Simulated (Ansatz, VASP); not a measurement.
Two plane-wave programs on ZnS

```
Zn S
1.0
     0.00000    2.69409    2.69409
     2.69409    0.00000    2.69409
     2.69409    2.69409    0.00000
Zn S
1 1
Direct
  0.00000 0.00000 0.00000
  0.25000 0.25000 0.25000
```

Alike in both runs: task single point; functional PBEsol; dispersion D3(BJ); k mesh 6 × 6 × 6; no spin polarisation.

```csv
,VASP,Ansatz
version,VASP 6.6.1,Ansatz 0.2.0
potentials or method,"VASP PAW PBE potentials, release 64 (Zn, S)",plane waves
plane-wave cutoff (eV),500,420
occupations,"gaussian, width 0.01 eV",fixed
valence electrons in the cell,18,18
```

Ansatz gave:

| Property | Result |
| --- | --- |
| gap on the k mesh at the Fermi level (eV) | 2.01 |
| pressure (GPa) | -3.4 |

Task: Estimate VASP's values.

Result: gap on the k mesh at the Fermi level (eV): 2.01; pressure (GPa): -3.3.

VASP's potentials were made for PBE, not for PBEsol.
